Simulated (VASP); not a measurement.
Write the native input for VASP 6.6.1 that does the following.

| Quantity | Value |
| --- | --- |
| Task | relaxation of cell and atoms |
| Functional | PBE |
| Potentials or basis | VASP PAW PBE potentials, release 64 (Na_pv) |
| Cutoff | 600 eV |
| k mesh | 14 × 14 × 14 |
| Occupations | gaussian, width 0.1 eV |
| Spin | no spin polarisation |
| Dipole correction | no |
| Further INCAR settings | ALGO = Normal; EDIFF = 1e-06; IBRION = 2; EDIFFG = -0.005; NSW = 100; ISIF = 3 |

The structure of Na lies in POSCAR:

```
Na
1.0
   -2.1040268000      2.1040268000      2.1040268000
    2.1040268000     -2.1040268000      2.1040268000
    2.1040268000      2.1040268000     -2.1040268000
Na
1
Direct
    0.0000000000      0.0000000000      0.0000000000
```

These files were run (other wordings do the same):

INCAR

```
ALGO = Normal ; EDIFF = 1E-6
EDIFFG = -0.005 ; ENCUT = 600
GGA = PE ; IBRION = 2
ISIF = 3 ; ISMEAR = 0
LASPH = True ; LCHARG = False
LREAL = False ; LWAVE = False
NELM = 80 ; NSW = 100
PREC = Accurate ; SIGMA = 0.1
```

KPOINTS

```
k-points
0
Gamma
  14 14 14
```

Potentials or basis: VASP PAW PBE potentials, release 64 (Na_pv).

Run with:

```console
$ cat potpaw_PBE.64/Na_pv/POTCAR > POTCAR
$ mpirun -np 1 vasp_std > vasp.out
```

Results of the run:

| Quantity | Value |
| --- | --- |
| Relaxed volume | 37.11 Å³/atom |
| Relaxed cell | a = 3.639 Å, b = 3.639 Å, c = 3.639 Å, α = 109.47°, β = 109.47°, γ = 109.47° |
| Space group after relaxing (to 0.05 Å) | Im-3m (No. 229) |
| Energy gained by relaxing | 0.0 meV/atom |
| Ionic steps | 3 |
| Pressure after relaxing | 0.0 GPa |

It took 16 s on 1 thread of Intel(R) Xeon(R) 6975P-C (Granite Rapids) (shared host), peak memory 0.17 GiB.
